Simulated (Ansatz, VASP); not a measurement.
# Two plane-wave programs on SnO2

The input POSCAR:

```
SnO2
1.0
   -1.9995434671      2.1745035205      5.1020851544
    1.9995434671     -2.1745035205      5.1020851544
    1.9995434671      2.1745035205     -5.1020851544
Sn O
2 4
Direct
    0.7500000000      0.2500000000      0.5000000000
    0.0000000000      0.0000000000      0.0000000000
    0.7963663280      0.7963663280      0.0000000000
    0.9536336720      0.4536336720      0.5000000000
    0.2036336720      0.2036336720      0.0000000000
    0.5463663280      0.0463663280      0.5000000000
```

The input INCAR.step1:

```
PREC = Accurate
ENCUT = 520
ISMEAR = 0
SIGMA = 0.05
LREAL = False
LASPH = True
NELM = 80
NBANDS = 35
GGA = PE
ALGO = Normal
EDIFF = 1E-4
LWAVE = True
LCHARG = False
```

INCAR.step2

```
PREC = Accurate
ENCUT = 520
EDIFF = 1E-6
ISMEAR = 0
SIGMA = 0.05
LREAL = False
LASPH = True
NELM = 80
ALGO = Normal
ISIF = 2
LWAVE = False
LCHARG = False
METAGGA = R2SCAN
LMIXTAU = True
NBANDS = 35
ISTART = 1
```

The input KPOINTS:

```
Automatic mesh
0
Gamma
  10 10 10
```

Input for Ansatz:

```yaml
crystal:
  lattice:
    - [-1.9995434671, 2.1745035205, 5.1020851544]
    - [1.9995434671, -2.1745035205, 5.1020851544]
    - [1.9995434671, 2.1745035205, -5.1020851544]
  atoms:
    - { symbol: Sn, position: [0.75, 0.25, 0.5] }
    - { symbol: Sn, position: [0.0, 0.0, 0.0] }
    - { symbol: O, position: [0.796366328, 0.796366328, 0.0] }
    - { symbol: O, position: [0.953633672, 0.453633672, 0.5] }
    - { symbol: O, position: [0.203633672, 0.203633672, 0.0] }
    - { symbol: O, position: [0.546366328, 0.046366328, 0.5] }
basis:
  ecutwfc: 500
kpoints:
  mp_grid: { grid: [10, 10, 10] }
hamiltonian:
  xc: r2scan
scf:
  occupations: { method: gaussian, width: 0.05 }
output:
  forces: true
  stress: true
  eigenvalues: true
```

Change from the starting cell: strain +0.0875 x Voigt [0, 1, 0, 0, 0, 0], atoms carried along.

Alike in both runs: task single point; functional r2SCAN; k mesh 10 × 10 × 10; occupations gaussian, width 0.05 eV; no spin polarisation.

|  | VASP | Ansatz |
| --- | --- | --- |
| version | VASP 6.6.1 | Ansatz 0.2.0 |
| potentials or method | VASP PAW PBE potentials, release 64 (Sn_d, O), cutoff 520 eV | scalar-relativistic, plane waves, PAW |
| valence electrons in the cell | 52 | 52 |

Ansatz gave:

| Property | Result |
| --- | --- |
| gap on the k mesh at the Fermi level (eV) | 1.59 |
| least direct gap on the mesh (eV) | 1.66 |
| pressure (GPa) | -10.3 |
| traceless stress, the component that is largest in VASP (GPa) | -10.89 |
| rms of the force components (eV/Å) | 0.514 |

Question: Estimate VASP's values.

Answer: gap on the k mesh at the Fermi level (eV): 1.60; least direct gap on the mesh (eV): 1.67; pressure (GPa): -9.5; traceless stress, the component that is largest in VASP (GPa): -11.35; rms of the force components (eV/Å): 0.512.

VASP's potentials were made for PBE, not for r2SCAN. Atom by atom the forces differ by 0.027 eV/Å (rms over components).
